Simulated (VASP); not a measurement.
# W (I4/mmm) in VASP: a series of runs

W is run at these levels: PBE; tasks: single point.

Everything below comes from runs of VASP 6.6.1. Logs are shortened: lines on timing, memory, paths and dates and some standing lists are left out, and cuts for length are marked.

### 1 The cell of the first run

It takes space group I4/mmm (No. 139, tetragonal). Conventional cell: a = 3.322 Å, b = 3.322 Å, c = 3.067 Å, α = 90.00°, β = 90.00°, γ = 90.00°. W (site symmetry 4/mmm) has 14 W at 2.81 to 3.32 Å within 3.7 Å.

### 2 Single point, PBE (strain +0.040 along x and y, -0.040 along z)

INCAR reads:

```
SYSTEM = W
PREC = Accurate ; ENCUT = 520
EDIFF = 1E-6 ; ISMEAR = 0
SIGMA = 0.15 ; LREAL = .FALSE.
LASPH = .TRUE. ; NELM = 80
ALGO = Fast ; ISIF = 2
LWAVE = .FALSE. ; LCHARG = .FALSE.
GGA = PE ; NBANDS = 13
```

KPOINTS reads:

```
regular mesh
0
G
  20 20 20
  0 0 0
```

POSCAR reads:

```
W
1.0
   -1.6611920000      1.6611920000      1.5334080000
    1.6611920000     -1.6611920000      1.5334080000
    1.6611920000      1.6611920000     -1.5334080000
W
1
Direct
    0.0000000000      0.0000000000      0.0000000000
```

Potentials or basis: VASP PAW PBE potentials, release 64 (W_sv).

Launch:

```
$ cat potpaw_PBE.64/W_sv/POTCAR > POTCAR
$ mpirun -np 1 vasp_std > vasp.out
```

OUTCAR:

```text
SYSTEM = W
   PREC = Accurate
   ENCUT = 520
   EDIFF = 1E-6
   ISMEAR = 0
   LREAL = .FALSE.
   LASPH = .TRUE.
   NELM = 80
   ISIF = 2
   GGA = PE

 ion  position               nearest neighbor table
   1  0.000  0.000  0.000-

  LATTYP: Found a body centered tetragonal cell.
 ALAT       =     3.3223840000
 C/A-ratio  =     0.9230769231

  Lattice vectors:

 A1 = (  -1.6611920000,   1.6611920000,   1.5334080000)
 A2 = (   1.6611920000,  -1.6611920000,   1.5334080000)
 A3 = (   1.6611920000,   1.6611920000,  -1.5334080000)

Analysis of symmetry for initial positions (statically):
=====================================================================
 Subroutine PRICEL returns:
 Original cell was already a primitive cell.

 Routine SETGRP: Setting up the symmetry group for a
 body centered tetragonal supercell.

 Subroutine GETGRP returns: Found 16 space group operations
 (whereof 16 operations were pure point group operations)
 out of a pool of 16 trial point group operations.

The static configuration has the point symmetry D_4h.

Analysis of symmetry for dynamics (positions and initial velocities):
=====================================================================
 Subroutine PRICEL returns:
 Original cell was already a primitive cell.

 Routine SETGRP: Setting up the symmetry group for a
 body centered tetragonal supercell.

 Subroutine GETGRP returns: Found 16 space group operations
 (whereof 16 operations were pure point group operations)
 out of a pool of 16 trial point group operations.

The dynamic configuration has the point symmetry D_4h.

 Subroutine INISYM returns: Found 16 space group operations
 (whereof 16 operations are pure point group operations),
 and found     1 'primitive' translations

----------------------------------------------------------------------------------------

                                     Primitive cell

  volume of cell :      16.9261

  direct lattice vectors                    reciprocal lattice vectors
    -1.661192000  1.661192000  1.533408000     0.000000000  0.300988688  0.326071078
     1.661192000 -1.661192000  1.533408000     0.300988688  0.000000000  0.326071078
     1.661192000  1.661192000 -1.533408000     0.300988688  0.300988688  0.000000000

  length of vectors
     2.805433624  2.805433624  2.805433624     0.443752789  0.443752789  0.425662284

[... 80 lines left out ...]
   EDIFFG = 0.1E-04   stopping-criterion for IOM
   NSW    =      0    number of steps for IOM
   IBRION =     -1    ionic relax: 0-MD 1-quasi-New 2-CG
   NFREE  =      0    steps in history (QN), initial steepest desc. (CG)
   ISIF   =      2    stress and relaxation
   ISYM   =      2    0-nonsym 1-usesym 2-fastsym
   POTIM  = 0.5000    time-step for ionic-motion
   TEBEG  =    0.0;   TEEND  =   0.0 temperature during run
   PSTRESS=    0.0 pullay stress
   NELECT =      14.0000    total number of electrons
   NUPDOWN=      -1.0000    fix difference up-down
   EMIN   =  10.00;   EMAX   =-10.00  energy-range for DOS
   EFERMI =   0.00;   METHOD = LEGACY
   ISMEAR =     0;   SIGMA  =   0.15  broadening in eV -4-tet -1-fermi 0-gaus
   EFERMI_NEDOS =   21; number of points for ismear=-14 and -15
   IALGO  =     68    algorithm
   IMIX   =      4    mixing-type and parameters
     AMIX     =   0.40;   BMIX     =  1.00
     AMIX_MAG =   1.60;   BMIX_MAG =  1.00
  volume/ion in A,a.u.               =      16.93       114.22
  Fermi-wavevector in a.u.,A,eV,Ry     =   1.536733  2.904004 32.130810  2.361548
  Thomas-Fermi vector in A             =   2.643340
   LORBIT       =      0    0 simple, 1 ext, 2 COOP (PROOUT), +10 PAW based schemes
   GGA     = PE    functional components
   LHFCALC =     F    Hartree Fock is set to
   AEXX    =    0.0000 exact exchange contribution
   IVDW    =     0    specifies the selected vdW correction
   LEPSILON=     F    determine dielectric tensor
   LRPA    =     F    only Hartree local field effects (RPA)
 non-spin polarized calculation
 RMM-DIIS sequential band-by-band and
 Gauss-broadening in eV      SIGMA  =   0.15
  energy-cutoff  :      520.00
  volume of cell :       16.93
 maximum number of plane-waves:       472
 NGX is ok and might be reduce to    24
   NGX = 11   NGY = 11   NGZ = 11

 number of electron      14.0000003 magnetization

 Free energy of the ion-electron system (eV)
  ---------------------------------------------------
  ext. energy  EPLUGINS =         0.00000000
  ---------------------------------------------------
  free energy    TOTEN  =       -12.86231336 eV

  energy without entropy =      -12.85722019  energy(sigma->0) =      -12.85976677

 E-fermi :  10.5219     XC(G=0): -13.2717

 val. band max:       10.5162876762   @ k =  -0.3500   0.3500   0.2500
 cond. band min:      10.5260778423   @ k =  -0.3000   0.3500   0.1500
 fundamental gap:      0.0097901662
 Fermi energy:        10.5219248529

 k-point     1 :       0.0000    0.0000    0.0000
  band No.  band energies     occupation
      1     -63.7552      2.00000
      2     -27.4209      2.00000
      3     -27.4209      2.00000
      4     -27.3690      2.00000
      5       1.2485      2.00000
      6       8.7689      2.00000
      7       9.7989      2.00000
      8       9.7989      2.00000
      9      11.8776      0.00000
     10      13.2258      0.00000
     11      24.4390      0.00000
     12      24.4390      0.00000
     13      25.9904      0.00000
[... 354 lines left out ...]
  band No.  band energies     occupation
      1     -63.6800      2.00000
      2     -28.1552      2.00000
      3     -27.6836      2.00000
      4     -27.4321      2.00000
      5       4.4875      2.00000
      6       7.5064      2.00000
      7       8.9820      2.00000
      8      12.5886      0.00000
      9      12.9483      0.00000
     10      13.5829      0.00000
     11      23.1392      0.00000
     12      25.3258      0.00000
     13      29.4095      0.00000

 [... further k-points ...]
[... 5 lines left out ...]
  --------------------------------------------------------------------------------------
  -------------------------------------------------------------------------------------
  Total       -2.0551065     -2.0551065      0.3660707      0.0000000      0.0000000     -0.0000000
  in kB     -194.5304277   -194.5304277     34.6511923      0.0000000      0.0000000     -0.0000000
  external PRESSURE =    -118.1365544 kB  Pullay stress =       0.0000000 kB

 VOLUME and BASIS-vectors are now :
 -----------------------------------------------------------------------------
  energy-cutoff  :      520.00
  volume of cell :       16.93
      direct lattice vectors                 reciprocal lattice vectors
    -1.661192000  1.661192000  1.533408000     0.000000000  0.300988688  0.326071078
     1.661192000 -1.661192000  1.533408000     0.300988688  0.000000000  0.326071078
     1.661192000  1.661192000 -1.533408000     0.300988688  0.300988688  0.000000000

 POSITION                                       TOTAL-FORCE (eV/Angst)
 -----------------------------------------------------------------------------------
      0.00000      0.00000      0.00000        -0.000000     -0.000000     -0.000000
 -----------------------------------------------------------------------------------
    total drift:                               -0.000000      0.000000      0.000000

  FREE ENERGIE OF THE ION-ELECTRON SYSTEM (eV)
  ---------------------------------------------------
  free  energy   TOTEN  =       -12.8623133566 eV

  energy  without entropy=      -12.8572201919  energy(sigma->0) =      -12.85976677
```

It took 89 s on 1 thread of AMD EPYC 9R45 (Zen 5), shared host; peak memory 0.22 GiB.

Results:

```yaml
Free_energy: -12.8623 eV
Pressure: -11.8 GPa
Band_gap_on_the_k_mesh: zero (band 7 reaches 15.14 eV, above the bottom of band 8 at 9.47 eV)
```

Stress tensor (GPa, compression positive):
```
-19.45   0.00   0.00
  0.00 -19.45   0.00
  0.00   0.00   3.47
```

Levels at points of the mesh, in eV from the Fermi level:
```csv
k point,band 5,band 6,band 7,band 8,band 9,band 10
"(0.00, 0.00, 0.00)",-9.27,-1.75,-0.72,-0.72,1.36,2.70
"(0.50, 0.00, 0.00)",-5.84,-3.57,0.70,1.99,3.52,5.56
"(0.50, 0.50, 0.00)",-5.91,-2.52,0.09,1.08,2.43,5.43
"(0.50, 0.50, 0.50)",-5.42,-5.24,4.62,4.62,4.92,7.03
```

Caveat: the cell differs from its parent crystal (strain +0.040 along x and y, -0.040 along z); spin-orbit coupling is left out, which moves the levels of the heavy elements.

### 3 Single point, PBE (strain +0.080 along x and y, -0.080 along z)

INCAR reads:

```
SYSTEM = W
PREC = Accurate
ENCUT = 520
EDIFF = 1E-7
ISMEAR = 0
SIGMA = 0.15
LREAL = .FALSE.
LASPH = .TRUE.
NELM = 80
ALGO = Fast
ISIF = 2
LWAVE = .FALSE.
LCHARG = .FALSE.
GGA = PE
NBANDS = 13
```

KPOINTS is that of step 2.

POSCAR reads:

```
W
1.0
   -1.7250840000      1.7250840000      1.4695160000
    1.7250840000     -1.7250840000      1.4695160000
    1.7250840000      1.7250840000     -1.4695160000
W
1
Direct
    0.0000000000      0.0000000000      0.0000000000
```

Potentials or basis: VASP PAW PBE potentials, release 64 (W_sv).

Launch:

```
$ cat potpaw_PBE.64/W_sv/POTCAR > POTCAR
$ mpirun -np 1 vasp_std > vasp.out
```

Run time: 1.8 min. Hardware: 1 thread of AMD EPYC 9R45 (Zen 5), shared host; peak memory 0.22 GiB.

It converged, with:

| Item | Value |
| --- | --- |
| Free energy | -12.6380 eV |
| Pressure | -16.8 GPa |
| Band gap on the k mesh | zero (band 7 reaches 14.49 eV, above the bottom of band 8 at 8.80 eV) |

Stress tensor (GPa, compression positive):
```
-27.71   0.00   0.00
  0.00 -27.71   0.00
  0.00   0.00   5.13
```

Levels at points of the mesh, in eV from the Fermi level:
```csv
k point,band 5,band 6,band 7,band 8,band 9,band 10
"(0.00, 0.00, 0.00)",-9.03,-2.16,-0.08,-0.08,0.53,3.11
"(0.50, 0.00, 0.00)",-5.54,-3.59,0.97,1.76,4.31,5.17
"(0.50, 0.50, 0.00)",-5.73,-1.50,-0.26,0.25,2.00,5.14
"(0.50, 0.50, 0.50)",-5.20,-4.90,4.47,4.47,4.95,6.18
```

Caveat: the cell differs from its parent crystal (strain +0.080 along x and y, -0.080 along z); spin-orbit coupling is left out, which moves the levels of the heavy elements.

### 4 Single point, PBE (strain +0.000 along x and y, +0.080 along z)

INCAR reads:

```
  PREC = Accurate
  ENCUT = 520
  EDIFF = 1E-6
  ISMEAR = 0
  SIGMA = 0.15
  LREAL = False
  LASPH = True
  NELM = 100
  ALGO = Fast
  ISIF = 2
  LWAVE = False
  LCHARG = False
  GGA = PE
  NBANDS = 13
```

KPOINTS reads:

```
Automatic mesh
0
Gamma
  20 20 20
```

POSCAR reads:

```
W
1.0
   -1.5973000000      1.5973000000      1.7250840000
    1.5973000000     -1.5973000000      1.7250840000
    1.5973000000      1.5973000000     -1.7250840000
W
1
Direct
    0.0000000000      0.0000000000      0.0000000000
```

Launch:

```
$ cat potpaw_PBE.64/W_sv/POTCAR > POTCAR
$ mpirun -np 1 vasp_std > vasp.out
```

Wall time 90 s (1 thread of AMD EPYC 9R45 (Zen 5), shared host); peak memory 0.22 GiB.

It converged, with:

* Free energy: -12.8018 eV
* Pressure: -21.0 GPa
* Band gap on the k mesh: zero (band 7 reaches 14.25 eV, above the bottom of band 8 at 9.31 eV)

Stress tensor (GPa, compression positive):
```
-15.18   0.00   0.00
  0.00 -15.18   0.00
  0.00   0.00 -32.69
```

Levels at points of the mesh, in eV from the Fermi level:
| k point | band 3 | band 4 | band 5 | band 6 | band 7 | band 8 | band 9 | band 10 | band 11 | band 12 |
| --- | --- | --- | --- | --- | --- | --- | --- | --- | --- | --- |
| (0.00, 0.00, 0.00) | -38.01 | -38.01 | -9.04 | -1.29 | -1.29 | -0.45 | 1.40 | 2.49 | 13.46 | 14.78 |
| (0.50, 0.00, 0.00) | -38.29 | -38.02 | -5.64 | -2.75 | 0.23 | 1.21 | 2.83 | 5.13 | 9.29 | 11.39 |
| (0.50, 0.50, 0.00) | -38.37 | -38.06 | -5.58 | -3.64 | 0.76 | 2.61 | 3.12 | 5.37 | 9.84 | 10.94 |
| (0.50, 0.50, 0.50) | -38.60 | -38.60 | -5.14 | -4.94 | 4.27 | 4.55 | 4.55 | 6.15 | 8.15 | 8.15 |

Caveat: the cell differs from its parent crystal (strain +0.000 along x and y, +0.080 along z); spin-orbit coupling is left out, which moves the levels of the heavy elements.

### 5 Single point, PBE (strain +0.080 along x and y, -0.040 along z)

INCAR reads:

```
PREC = Accurate ; ENCUT = 520
EDIFF = 1E-6 ; ISMEAR = 0
SIGMA = 0.15 ; LREAL = F
LASPH = T ; NELM = 100
ALGO = Fast ; ISIF = 2
LWAVE = F ; LCHARG = T
GGA = PE ; LELF = T
LVHAR = T ; NBANDS = 13
```

KPOINTS is that of step 4.

POSCAR reads:

```
W
1.0
   -1.7250840000      1.7250840000      1.5334080000
    1.7250840000     -1.7250840000      1.5334080000
    1.7250840000      1.7250840000     -1.5334080000
W
1
Direct
    0.0000000000      0.0000000000      0.0000000000
```

Launch:

```
$ cat potpaw_PBE.64/W_sv/POTCAR > POTCAR
$ mpirun -np 1 vasp_std > vasp.out
```

Wall time 93 s (1 thread of AMD EPYC 9R45 (Zen 5), shared host); peak memory 0.23 GiB.

The run converged. Its results:

| Item | Value |
| --- | --- |
| Free energy | -12.6297 eV |
| Pressure | -26.7 GPa |
| Band gap on the k mesh | zero (band 7 reaches 13.64 eV, above the bottom of band 8 at 8.52 eV) |

Stress tensor (GPa, compression positive):
```
-35.39   0.00   0.00
  0.00 -35.39   0.00
  0.00   0.00  -9.22
```

Levels at points of the mesh, in eV from the Fermi level:
| k point | band 5 | band 6 | band 7 | band 8 | band 9 | band 10 |
| --- | --- | --- | --- | --- | --- | --- |
| (0.00, 0.00, 0.00) | -8.81 | -1.81 | -0.40 | -0.40 | 0.92 | 2.70 |
| (0.50, 0.00, 0.00) | -5.33 | -3.31 | 0.67 | 1.73 | 3.58 | 4.93 |
| (0.50, 0.50, 0.00) | -5.49 | -1.88 | -0.17 | 0.63 | 2.05 | 4.83 |
| (0.50, 0.50, 0.50) | -4.88 | -4.66 | 4.16 | 4.16 | 4.52 | 6.24 |

Caveat: the cell differs from its parent crystal (strain +0.080 along x and y, -0.040 along z); spin-orbit coupling is left out, which moves the levels of the heavy elements.

[end of part 1 of 2]
